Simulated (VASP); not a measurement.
**Mg: relaxation of cell and atoms with PBEsol**

Crystal: Mg.

```
CELL_PARAMETERS angstrom
-1.50046 1.50046 1.50046
1.50046 -1.50046 1.50046
1.50046 1.50046 -1.50046
ATOMIC_POSITIONS crystal
Mg 0.00000 0.00000 0.00000
```

This isn't the form of Mg at room conditions, which is hcp.

| Property | Result |
| --- | --- |
| Program | VASP 6.6.1 |
| Task | relaxation of cell and atoms |
| Functional | PBEsol |
| Potentials or basis | VASP PAW PBE potentials, release 64 (Mg) |
| Cutoff | 600 eV |
| k mesh | 20 × 20 × 20 |
| Occupations | gaussian, width 0.1 eV |
| Spin | no spin polarisation |
| Target pressure | 50 GPa |
| Dipole correction | no |
| Further INCAR settings | ALGO = Normal; EDIFF = 1e-07; IBRION = 2; EDIFFG = -0.002; NSW = 100; ISIF = 3 |

```yaml
Relaxed_volume: 13.59 Å³/atom
Relaxed_cell: a = 2.604 Å, b = 2.604 Å, c = 2.604 Å, α = 109.47°, β = 109.47°, γ = 109.47°
Space_group_after_relaxing_to_0.1_Å: Im-3m (No. 229)
Energy_change_on_relaxing_the_run_minimises_the_enthalpy: -23.6 meV/atom
Ionic_steps: 3
Pressure_after_relaxing: 50.0 GPa
Band_gap_on_the_k_mesh: zero (bands 1 and 2 overlap by 4.86 eV)
```

Step by step:
```
step  energy change (eV)  largest force (eV/Å)  pressure (GPa)  volume (Å³)
   1              0.0000                0.0000           51.10        13.51
   2             -0.0566                0.0000           48.47        13.69
   3             -0.0236                0.0000           50.01        13.59
```

Final structure:
```
CELL_PARAMETERS angstrom
-1.50322 1.50322 1.50322
1.50322 -1.50322 1.50322
1.50322 1.50322 -1.50322
ATOMIC_POSITIONS crystal
Mg 0.00000 0.00000 0.00000
```

Levels at points of the mesh, in eV from the Fermi level:
```tsv
k point	band 1	band 2	band 3	band 4	band 5
(0.00, 0.00, 0.00)	-9.58	16.91	16.91	16.91	19.60
(0.50, 0.00, 0.00)	-2.30	-0.96	10.58	14.13	14.37
(0.50, 0.50, 0.50)	3.90	3.90	5.84	5.84	5.84
```

Run time: 18 s on 1 thread of Intel(R) Xeon(R) Platinum 8488C (Sapphire Rapids), with other jobs on the host, peak memory 0.15 GiB.

Caveat: the cell is relaxed towards a set pressure, so the run minimises the enthalpy, not the energy; the PAW data sets were made with another functional, which shifts forces and pressure a little.
